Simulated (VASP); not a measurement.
# Cu (Cmcm) in VASP: notebook, part 2 of 2

VASP 6.6.1. Earlier steps stand in the parts before.

### 3 Single point, PBEsol

INCAR reads:

```
SYSTEM = Cu
  ALGO = Fast
  EDIFF = 1E-7
  ENCUT = 520
  GGA = PS
  ISIF = 2
  ISMEAR = 0
  LASPH = .True.
  LCHARG = .False.
  LREAL = .False.
  LWAVE = .False.
  NBANDS = 18
  NELM = 100
  PREC = Accurate
  SIGMA = 0.1
```

KPOINTS reads:

```
k-points
0
Gamma
  18 18 16
  0 0 0
```

POSCAR reads:

```
Cu
1.0
    1.2147975457     -3.9598457492      0.0000000000
    1.2147975457      3.9598457492      0.0000000000
    0.0000000000      0.0000000000      2.4677050578
Cu
2
Direct
    0.1338530443      0.8661469557      0.2500000000
    0.8661469557      0.1338530443      0.7500000000
```

Potentials or basis: VASP PAW PBE potentials, release 64 (Cu).

On the command line:

```sh
cat potpaw_PBE.64/Cu/POTCAR > POTCAR
mpirun -np 1 vasp_std > vasp.out
```

OUTCAR:

```text
SYSTEM = Cu
   EDIFF = 1E-7
   ENCUT = 520
   GGA = PS
   ISIF = 2
   ISMEAR = 0
   LASPH = .True.
   LREAL = .False.
   NELM = 100
   PREC = Accurate

 ion  position               nearest neighbor table
   1  0.134  0.866  0.250-   2 2.45   2 2.45   2 2.53   2 2.53   2 2.53   2 2.53
   2  0.866  0.134  0.750-   1 2.45   1 2.45   1 2.53   1 2.53   1 2.53   1 2.53

  LATTYP: Found a base centered orthorhombic cell.
 ALAT       =     2.4295950914
 B/A-ratio  =     3.2596754605
 C/A-ratio  =     1.0156857274

  Lattice vectors:

 A1 = (   1.2147975457,  -3.9598457492,   0.0000000000)
 A2 = (   1.2147975457,   3.9598457492,   0.0000000000)
 A3 = (   0.0000000000,   0.0000000000,   2.4677050578)

Analysis of symmetry for initial positions (statically):
=====================================================================
 Subroutine PRICEL returns:
 Original cell was already a primitive cell.

 Routine SETGRP: Setting up the symmetry group for a
 base centered orthorhombic supercell.

 Subroutine GETGRP returns: Found  8 space group operations
 (whereof  4 operations were pure point group operations)
 out of a pool of  8 trial point group operations.

The static configuration has the point symmetry C_2h.
 The point group associated with its full space group is D_2h.

Analysis of symmetry for dynamics (positions and initial velocities):
=====================================================================
 Subroutine PRICEL returns:
 Original cell was already a primitive cell.

 Routine SETGRP: Setting up the symmetry group for a
 base centered orthorhombic supercell.

 Subroutine GETGRP returns: Found  8 space group operations
 (whereof  4 operations were pure point group operations)
 out of a pool of  8 trial point group operations.

The dynamic configuration has the point symmetry C_2h.
 The point group associated with its full space group is D_2h.

 Subroutine INISYM returns: Found  8 space group operations
 (whereof  4 operations are pure point group operations),
 and found     1 'primitive' translations

----------------------------------------------------------------------------------------

                                     Primitive cell

  volume of cell :      23.7414

  direct lattice vectors                    reciprocal lattice vectors
     1.214797546 -3.959845749  0.000000000     0.411591217 -0.126267545  0.000000000
     1.214797546  3.959845749  0.000000000     0.411591217  0.126267545  0.000000000
     0.000000000  0.000000000  2.467705058     0.000000000  0.000000000  0.405234814

  length of vectors
     4.141993655  4.141993655  2.467705058     0.430523893  0.430523893  0.405234814

  position of ions in fractional coordinates (direct lattice)
     0.133853044  0.866146956  0.250000000
     0.866146956  0.133853044  0.750000000

  ion indices of the primitive-cell ions
   primitive index   ion index
                 1           1
                 2           2

----------------------------------------------------------------------------------------

 KPOINTS: k-points

Automatic generation of k-mesh.
 Grid dimensions read from file:
 generate k-points for:   18   18   16

 Generating k-lattice:

  Cartesian coordinates                     Fractional coordinates (reciprocal lattice)
     0.022866179 -0.007014864  0.000000000     0.055555556  0.000000000  0.000000000
     0.022866179  0.007014864  0.000000000     0.000000000  0.055555556  0.000000000
     0.000000000  0.000000000  0.025327176     0.000000000  0.000000000  0.062500000

  Length of vectors
     0.023917994  0.023917994  0.025327176

  Shift w.r.t. Gamma in fractional coordinates (k-lattice)
     0.000000000  0.000000000  0.000000000

 Subroutine IBZKPT returns following result:
 ===========================================

 Found    819 irreducible k-points:

 Following reciprocal coordinates:
            Coordinates               Weight
  0.000000  0.000000  0.000000      1.000000
  0.055556  0.000000  0.000000      4.000000
  0.111111  0.000000  0.000000      4.000000
  0.166667  0.000000  0.000000      4.000000
  0.222222  0.000000  0.000000      4.000000
  0.277778 -0.000000  0.000000      4.000000
[... 16 lines left out ...]
 -0.277778  0.055556  0.000000      4.000000
 -0.222222  0.055556  0.000000      4.000000
 [... further k-points ...]
   k-points           NKPTS =    819   k-points in BZ     NKDIM =    819   number of bands    NBANDS=     18
   number of dos      NEDOS =    301   number of ions     NIONS =      2
   total plane-waves  NPLWV =  18432
   dimension x,y,z NGX =    32 NGY =   32 NGZ =   18
   dimension x,y,z NGXF=    64 NGYF=   64 NGZF=   36
   ions per type =               2
   NGX,Y,Z   is equivalent  to a cutoff of  12.84, 12.84, 12.13 a.u.
   NGXF,Y,Z  is equivalent  to a cutoff of  25.69, 25.69, 24.25 a.u.
 SYSTEM =  Cu
   PREC   = accura    normal or accurate (medium, high low for compatibility)
   ISTART =      0    job   : 0-new  1-cont  2-samecut
   ICHARG =      2    charge: 1-file 2-atom 10-const
   ISPIN  =      1    spin polarized calculation?
   LNONCOLLINEAR =      F non collinear calculations
   LSORBIT =      F    spin-orbit coupling
   LASPH  =      T    aspherical Exc in radial PAW
   ENCUT  =  520.0 eV  38.22 Ry    6.18 a.u.   7.70  7.70  4.59*2*pi/ulx,y,z
   NELM   =    100;   NELMIN=  2; NELMDL= -5     # of ELM steps
   EDIFF  = 0.1E-06   stopping-criterion for ELM
   LREAL  =      F    real-space projection
   EDIFFG = 0.1E-05   stopping-criterion for IOM
   NSW    =      0    number of steps for IOM
   IBRION =     -1    ionic relax: 0-MD 1-quasi-New 2-CG
   NFREE  =      0    steps in history (QN), initial steepest desc. (CG)
   ISIF   =      2    stress and relaxation
   ISYM   =      2    0-nonsym 1-usesym 2-fastsym
   POTIM  = 0.5000    time-step for ionic-motion
   TEBEG  =    0.0;   TEEND  =   0.0 temperature during run
   PSTRESS=    0.0 pullay stress
   NELECT =      22.0000    total number of electrons
   NUPDOWN=      -1.0000    fix difference up-down
   EMIN   =  10.00;   EMAX   =-10.00  energy-range for DOS
   EFERMI =   0.00;   METHOD = LEGACY
   ISMEAR =     0;   SIGMA  =   0.10  broadening in eV -4-tet -1-fermi 0-gaus
   EFERMI_NEDOS =   21; number of points for ismear=-14 and -15
   IALGO  =     68    algorithm
   IMIX   =      4    mixing-type and parameters
     AMIX     =   0.40;   BMIX     =  1.00
     AMIX_MAG =   1.60;   BMIX_MAG =  1.00
  volume/ion in A,a.u.               =      11.87        80.11
  Fermi-wavevector in a.u.,A,eV,Ry     =   1.596053  3.016102 34.659270  2.547384
  Thomas-Fermi vector in A             =   2.693875
   LORBIT       =      0    0 simple, 1 ext, 2 COOP (PROOUT), +10 PAW based schemes
   GGA     = PS    functional components
   LHFCALC =     F    Hartree Fock is set to
   AEXX    =    0.0000 exact exchange contribution
   IVDW    =     0    specifies the selected vdW correction
   LEPSILON=     F    determine dielectric tensor
   LRPA    =     F    only Hartree local field effects (RPA)
 non-spin polarized calculation
 RMM-DIIS sequential band-by-band and
 Gauss-broadening in eV      SIGMA  =   0.10
  energy-cutoff  :      520.00
  volume of cell :       23.74
 maximum number of plane-waves:       664
   NGX = 15   NGY = 15   NGZ =  9

 number of electron      21.9999987 magnetization

 Free energy of the ion-electron system (eV)
  ---------------------------------------------------
  ext. energy  EPLUGINS =         0.00000000
  ---------------------------------------------------
  free energy    TOTEN  =        -8.30194897 eV

  energy without entropy =       -8.29862796  energy(sigma->0) =       -8.30028846

 E-fermi :   7.2991     XC(G=0): -12.8436

 val. band max:        7.2950828987   @ k =   0.3889   0.2778   0.1875
 cond. band min:       7.3037147868   @ k =  -0.4444   0.3333   0.5000
 fundamental gap:      0.0086318881
 Fermi energy:         7.2991356107

 k-point     1 :       0.0000    0.0000    0.0000
  band No.  band energies     occupation
      1      -2.0193      2.00000
      2       2.3076      2.00000
      3       3.0798      2.00000
      4       3.5681      2.00000
      5       4.2837      2.00000
      6       4.5586      2.00000
[... 10 lines left out ...]
     17      27.0063      0.00000
     18      28.9891      0.00000
[... 463 lines left out ...]
 k-point    24 :      -0.2222    0.0556    0.0000
  band No.  band energies     occupation
      1      -1.1076      2.00000
      2       2.5510      2.00000
      3       3.3087      2.00000
      4       3.8689      2.00000
      5       4.2124      2.00000
      6       4.4054      2.00000
[... 10 lines left out ...]
     17      27.9705      0.00000
     18      30.7791      0.00000

 [... further k-points ...]
[... 5 lines left out ...]
  --------------------------------------------------------------------------------------
  -------------------------------------------------------------------------------------
  Total        0.0913432      0.1146228      0.1220589      0.0000000      0.0000000      0.0000000
  in kB        6.1642662      7.7352857      8.2371075      0.0000000      0.0000000      0.0000000
  external PRESSURE =       7.3788865 kB  Pullay stress =       0.0000000 kB

 VOLUME and BASIS-vectors are now :
 -----------------------------------------------------------------------------
  energy-cutoff  :      520.00
  volume of cell :       23.74
      direct lattice vectors                 reciprocal lattice vectors
     1.214797546 -3.959845749  0.000000000     0.411591217 -0.126267545  0.000000000
     1.214797546  3.959845749  0.000000000     0.411591217  0.126267545  0.000000000
     0.000000000  0.000000000  2.467705058     0.000000000  0.000000000  0.405234814

 POSITION                                       TOTAL-FORCE (eV/Angst)
 -----------------------------------------------------------------------------------
      1.21480      2.89977      0.61693         0.000000      0.004805      0.000000
      1.21480     -2.89977      1.85078         0.000000     -0.004805     -0.000000
 -----------------------------------------------------------------------------------
    total drift:                               -0.000000      0.000000     -0.000000

  FREE ENERGIE OF THE ION-ELECTRON SYSTEM (eV)
  ---------------------------------------------------
  free  energy   TOTEN  =        -8.3019489712 eV

  energy  without entropy=       -8.2986279587  energy(sigma->0) =       -8.30028846
```

OSZICAR:

```text
N       E                     dE             d eps       ncg     rms          rms(c)
DAV:   1     0.121004442345E+03    0.12100E+03   -0.10496E+04 31804   0.218E+03
DAV:   2    -0.419496599405E+01   -0.12520E+03   -0.11871E+03 29564   0.287E+02
DAV:   3    -0.103237175524E+02   -0.61288E+01   -0.58932E+01 33178   0.861E+01
DAV:   4    -0.103893408944E+02   -0.65623E-01   -0.65580E-01 34920   0.960E+00
DAV:   5    -0.103902187295E+02   -0.87784E-03   -0.87780E-03 36758   0.962E-01    0.117E+01
RMM:   6    -0.910929909690E+01    0.12809E+01   -0.12144E+01 34359   0.617E+01    0.666E+00
RMM:   7    -0.832260688398E+01    0.78669E+00   -0.21605E+00 34016   0.272E+01    0.140E+00
RMM:   8    -0.830340349360E+01    0.19203E-01   -0.64535E-02 35885   0.251E+00    0.257E-01
RMM:   9    -0.830186270712E+01    0.15408E-02   -0.12025E-02 36476   0.190E+00    0.448E-02
RMM:  10    -0.830196440555E+01   -0.10170E-03   -0.22995E-03 36507   0.654E-01    0.863E-02
RMM:  11    -0.830192766660E+01    0.36739E-04   -0.82915E-04 37894   0.317E-01    0.270E-02
RMM:  12    -0.830194100176E+01   -0.13335E-04   -0.26187E-04 38651   0.237E-01    0.455E-03
RMM:  13    -0.830195068913E+01   -0.96874E-05   -0.96936E-05 39223   0.967E-02    0.169E-02
RMM:  14    -0.830194803543E+01    0.26537E-05   -0.23135E-05 35590   0.690E-02    0.399E-03
RMM:  15    -0.830194893791E+01   -0.90248E-06   -0.11705E-05 37126   0.277E-02    0.292E-03
RMM:  16    -0.830194915391E+01   -0.21600E-06   -0.11283E-06 29799   0.103E-02    0.401E-03
RMM:  17    -0.830194900879E+01    0.14512E-06   -0.24634E-07 23396   0.814E-03    0.191E-03
RMM:  18    -0.830194897125E+01    0.37538E-07   -0.58957E-08 18820   0.315E-03
   1 F= -.83019490E+01 E0= -.83002885E+01  d E =-.332101E-02
```

stdout:

```text
POSCAR found type information on POSCAR Cu
 POSCAR found :  1 types and       2 ions
[... 29 lines left out ...]
 num prob  num prob  num prob  num prob  num prob  num prob  num prob  num prob  num prob  num prob  num prob  num prob  num prob  num prob  num prob  num prob  num prob  num prob  num prob  num prob  num prob  num prob  num prob  num prob  num prob  num prob  num prob  num prob  num prob  num prob  num prob  num prob  num prob  num prob  num prob  num prob  num prob  num prob  num prob  num prob  num prob  num prob  num prob  num prob  num prob  num prob WARNING in EDDRMM: call to ZHEGV failed, returncode =   6  3     16
WARNING in EDDRMM: call to ZHEGV failed, returncode =   6  3     17
 num prob  num prob  num prob  num prob  num prob  num prob  num prob  num prob  num prob  num prob  num prob  num prob  num prob  num prob  num prob  num prob  num prob  num prob  num prob  num prob RMM:  18    -0.830194897125E+01    0.37538E-07   -0.58957E-08 18820   0.315E-03
```

It took 4.2 min on 1 thread of Intel Xeon Platinum 8488C (Sapphire Rapids), shared host; peak memory 0.39 GiB.

Results:

```yaml
Free_energy: -8.3019 eV
Pressure: 0.7 GPa
Largest_force: 0.005 eV/Å
Band_gap_on_the_k_mesh: zero (band 11 reaches 11.35 eV, above the bottom of band 12 at 5.69 eV)
```

Forces in eV/Å, atoms in the order of the input:
```
Cu   0.000  0.005  0.000
Cu   0.000 -0.005  0.000
```

Caveat: the PAW data sets were made with another functional, which shifts forces and pressure a little.
